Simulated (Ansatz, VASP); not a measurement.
**One calculation of AlAs, two programs**

```
CELL_PARAMETERS angstrom
0.00000 2.83153 2.83153
2.83153 0.00000 2.83153
2.83153 2.83153 0.00000
ATOMIC_POSITIONS crystal
Al 0.00000 0.00000 0.00000
As 0.25000 0.25000 0.25000
```

Alike in both runs: task single point; functional PBE; k mesh 8 × 8 × 8; occupations gaussian, width 0.02 eV; no spin polarisation.

```csv
,VASP,Ansatz
version,VASP 6.6.1,Ansatz 0.2.0
potentials or method,"VASP PAW PBE potentials, release 64 (Al, As), cutoff 500 eV","scalar-relativistic, plane waves, PAW"
valence electrons in the cell,8,18
```

|  | VASP | Ansatz | Ansatz less VASP |
| --- | --- | --- | --- |
| gap on the k mesh at the Fermi level (eV) | 1.44 | 1.45 | +0.011 |
| least direct gap on the mesh (eV) | 2.05 | 2.05 | -0.005 |
| pressure (GPa) | 2.7 | 2.5 | -0.20 |

VASP's potentials hold 8 valence electrons a cell and Ansatz's 18, so a difference there can come from the potentials and not from the codes.
